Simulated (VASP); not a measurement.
# W (Im-3m) in VASP: a series of runs, part 2 of 2

VASP 6.6.1. The steps go on from the part before.

## Step 3: Single point, PBE (strain -0.025 along x and y, -0.025 along z)

Contents of INCAR:

```
PREC     = Accurate       # precision mode
ENCUT    = 520            # plane-wave cutoff, eV
EDIFF    = 1E-7           # SCF threshold, eV
ISMEAR   = -1             # smearing method
SIGMA    = 0.4            # smearing width, eV
LREAL    = F              # projectors in reciprocal space
LASPH    = T              # aspherical terms in the spheres
NELM     = 60             # most SCF steps
ALGO     = Normal         # electronic algorithm
ISIF     = 2              # what is computed and relaxed
LWAVE    = F              # write WAVECAR
LCHARG   = F              # write CHGCAR
GGA      = PE             # functional
NBANDS   = 13             # bands
```

Contents of KPOINTS:

```
Automatic mesh
0
Gamma
  20 20 20
```

Contents of POSCAR:

```
W
1.0
   -1.5573675000      1.5573675000      1.5573675000
    1.5573675000     -1.5573675000      1.5573675000
    1.5573675000      1.5573675000     -1.5573675000
W
1
Direct
    0.0000000000      0.0000000000      0.0000000000
```

Potentials or basis: VASP PAW PBE potentials, release 64 (W_sv).

The run is started by

```sh
$ cat potpaw_PBE.64/W_sv/POTCAR > POTCAR
$ mpirun -np 1 vasp_std > vasp.out
```

OUTCAR:

```text
PREC = Accurate
   ENCUT = 520
   EDIFF = 1E-7
   ISMEAR = -1
   LREAL = F
   LASPH = T
   NELM = 60
   ISIF = 2
   GGA = PE

 ion  position               nearest neighbor table
   1  0.000  0.000  0.000-

  LATTYP: Found a body centered cubic cell.
 ALAT       =     3.1147350000

  Lattice vectors:

 A1 = (  -1.5573675000,   1.5573675000,   1.5573675000)
 A2 = (   1.5573675000,  -1.5573675000,   1.5573675000)
 A3 = (   1.5573675000,   1.5573675000,  -1.5573675000)

[... 560 lines left out ...]
     13      32.2873      0.00000

 [... further k-points ...]

------------------------ aborting loop because EDIFF is reached ----------------------------------------

  FORCE on cell =-STRESS in cart. coord.  units (eV):
  Direction    XX          YY          ZZ          XY          YZ          ZX
  --------------------------------------------------------------------------------------
  -------------------------------------------------------------------------------------
  Total        2.3213745      2.3213745      2.3213745      0.0000000      0.0000000      0.0000000
  in kB      246.1628306    246.1628306    246.1628306      0.0000000      0.0000000      0.0000000
  external PRESSURE =     246.1628306 kB  Pullay stress =       0.0000000 kB

 VOLUME and BASIS-vectors are now :
 -----------------------------------------------------------------------------
  energy-cutoff  :      520.00
  volume of cell :       15.11
      direct lattice vectors                 reciprocal lattice vectors
    -1.557367500  1.557367500  1.557367500     0.000000000  0.321054600  0.321054600
     1.557367500 -1.557367500  1.557367500     0.321054600  0.000000000  0.321054600
     1.557367500  1.557367500 -1.557367500     0.321054600  0.321054600  0.000000000

 POSITION                                       TOTAL-FORCE (eV/Angst)
 -----------------------------------------------------------------------------------
      0.00000      0.00000      0.00000        -0.000000     -0.000000      0.000000
 -----------------------------------------------------------------------------------
    total drift:                                0.000000     -0.000000      0.000000

  FREE ENERGIE OF THE ION-ELECTRON SYSTEM (eV)
  ---------------------------------------------------
  free  energy   TOTEN  =       -13.0130145201 eV

  energy  without entropy=      -12.7214998113  energy(sigma->0) =      -12.86725717
```

OSZICAR:

```text
N       E                     dE             d eps       ncg     rms          rms(c)
DAV:   1     0.848032620788E+02    0.84803E+02   -0.74509E+03  6709   0.124E+03
DAV:   2    -0.119486492587E+02   -0.96752E+02   -0.92865E+02  7466   0.319E+02
DAV:   3    -0.135689819755E+02   -0.16203E+01   -0.16150E+01  7286   0.400E+01
DAV:   4    -0.135751075924E+02   -0.61256E-02   -0.61255E-02  7436   0.271E+00
DAV:   5    -0.135751545688E+02   -0.46976E-04   -0.46976E-04  7391   0.223E-01    0.228E+01
DAV:   6    -0.131376872403E+02    0.43747E+00   -0.34673E-01  6971   0.803E+00    0.964E+00
DAV:   7    -0.130168463513E+02    0.12084E+00   -0.19590E-01  7391   0.575E+00    0.507E-01
DAV:   8    -0.130130121957E+02    0.38342E-02   -0.43295E-03  6771   0.874E-01    0.549E-02
DAV:   9    -0.130130207329E+02   -0.85372E-05   -0.59861E-05  7694   0.975E-02    0.484E-02
DAV:  10    -0.130130143556E+02    0.63773E-05   -0.14724E-05  7271   0.546E-02    0.133E-03
DAV:  11    -0.130130146677E+02   -0.31214E-06   -0.24209E-07  6549   0.595E-03    0.409E-04
DAV:  12    -0.130130145358E+02    0.13189E-06   -0.41913E-09  3853   0.840E-04    0.435E-05
DAV:  13    -0.130130145201E+02    0.15730E-07   -0.47050E-10  3418   0.281E-04
   1 F= -.13013015E+02 E0= -.12867257E+02  d E =-.291515E+00
```

Wall time 21 s (1 thread of Intel Xeon Platinum 8559C (Emerald Rapids), shared host); peak memory 0.16 GiB.

Results:

* Free energy: -13.0130 eV
* Pressure: 24.6 GPa
* Band gap on the k mesh: zero (bands 7 and 8 overlap by 6.84 eV)

Levels at points of the mesh, in eV from the Fermi level:
```tsv
k point	band 3	band 4	band 5	band 6	band 7	band 8	band 9	band 10	band 11	band 12
(0.00, 0.00, 0.00)	-37.52	-37.52	-9.84	-1.24	-1.24	-1.24	2.45	2.45	14.68	14.68
(0.50, 0.00, 0.00)	-38.00	-37.53	-6.53	-3.74	0.92	2.38	3.42	6.68	11.67	11.97
(0.50, 0.50, 0.50)	-38.56	-38.56	-6.17	-6.17	5.61	5.61	5.61	8.72	8.72	8.72
```

Caveat: the cell differs from its parent crystal (strain -0.025 along x and y, -0.025 along z); the cell stands under pressure; so wide a smearing shifts energies and pressures; spin-orbit coupling is left out, which moves the levels of the heavy elements.

## Step 4: Single point, PBE (strain +0.025 along x and y, +0.025 along z)

Contents of INCAR:

```
PREC = Accurate ; ENCUT = 520
EDIFF = 1E-6 ; ISMEAR = -1
SIGMA = 0.4 ; LREAL = False
LASPH = True ; NELM = 60
ALGO = Fast ; ISIF = 2
LWAVE = False ; LCHARG = False
GGA = PE ; NBANDS = 13
```

KPOINTS is that of step 3.

Contents of POSCAR:

```
W
1.0
   -1.6372325000      1.6372325000      1.6372325000
    1.6372325000     -1.6372325000      1.6372325000
    1.6372325000      1.6372325000     -1.6372325000
W
1
Direct
    0.0000000000      0.0000000000      0.0000000000
```

The run is started by

```sh
$ cat potpaw_PBE.64/W_sv/POTCAR > POTCAR
$ mpirun -np 1 vasp_std > vasp.out
```

It took 26 s on 1 thread of Intel Xeon Platinum 8559C (Emerald Rapids), shared host; peak memory 0.18 GiB.

The run converged. Its results:

| Quantity | Value |
| --- | --- |
| Free energy | -13.0091 eV |
| Pressure | -19.5 GPa |
| Band gap on the k mesh | zero (bands 7 and 8 overlap by 5.54 eV) |

Levels at points of the mesh, in eV from the Fermi level:
```
           k point  band 4  band 5  band 6  band 7  band 8  band 9  band 10  band 11
(0.00, 0.00, 0.00)  -37.89   -8.98   -0.97   -0.97   -0.97    2.13     2.13    14.36
(0.50, 0.00, 0.00)  -37.89   -5.55   -3.01    0.48    1.97    2.83     5.40     9.62
(0.50, 0.50, 0.50)  -38.54   -4.97   -4.97    4.58    4.58    4.58     7.57     7.57
```

Caveat: the cell differs from its parent crystal (strain +0.025 along x and y, +0.025 along z); the cell stands under tension; so wide a smearing shifts energies and pressures; spin-orbit coupling is left out, which moves the levels of the heavy elements.

## Step 5: Summary

```tsv
cell	gap on the mesh (eV)	pressure (GPa)
a = 2.628 Å, angles 109.5°, 1 atom	none	60.6
a = 2.697 Å, angles 109.5°, 1 atom	none	24.6
a = 2.836 Å, angles 109.5°, 1 atom	none	-19.5
```

Alike in all rows: task single point; level PBE; potentials or basis VASP PAW PBE potentials, release 64 (W_sv); no spin polarisation; k mesh 20 × 20 × 20; cutoff (eV) 520; smearing fermi-dirac 0.4 eV.

Caveats: so wide a smearing shifts energies and pressures; spin-orbit coupling is left out, which moves the levels of the heavy elements; the cell stands under pressure (at least some runs); the cell stands under tension (at least some runs).

Total energies depend on the potentials used, so only differences within one code and one set of settings carry meaning.
